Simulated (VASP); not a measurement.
Runs of VASP 6.6.1 on Ge. The structure is that of space group Fd-3m (No. 227), or close to it. The cells are those of the table. 

| cell | gap on the mesh (eV) | pressure (GPa) | largest force (eV/Å) |
| --- | --- | --- | --- |
| a = 4.075, b = 4.075, c = 3.951 Å, angles 61.0, 61.0, 62.0°, 2 atoms | none | (a) | 0.45 |
| a = 4.095, b = 4.095, c = 3.951 Å, angles 61.2, 61.2, 61.6°, 2 atoms | none | -0.2 | 0.43 |
| a = 4.095, b = 4.095, c = 3.992 Å, angles 60.8, 60.8, 61.0°, 2 atoms | none | -0.4 | 0.28 |
| a = 4.074, b = 4.074, c = 4.033 Å, angles 60.3, 60.3, 60.7°, 2 atoms | none | (b) | 0.15 |
| a = 4.094, b = 4.094, c = 4.033 Å, angles 60.5, 60.5, 60.3°, 2 atoms | none | -0.5 | 0.14 |

Alike in all rows: task single point; level PBE; potentials or basis VASP PAW PBE potentials, release 64 (Ge_d); no spin polarisation; k mesh 14 × 14 × 14; cutoff (eV) 520; smearing gaussian 0.15 eV.

Problem. Fill in the values left out.

Solution. (a) 0.3; (b) 0.0.

Caveats: semilocal functionals underestimate gaps, so a narrow gap can read as zero.

A k mesh can miss the band edges, and the runs leave out spin-orbit coupling on Ge.

A gap of «none» marks levels without a gap at the run's occupations.
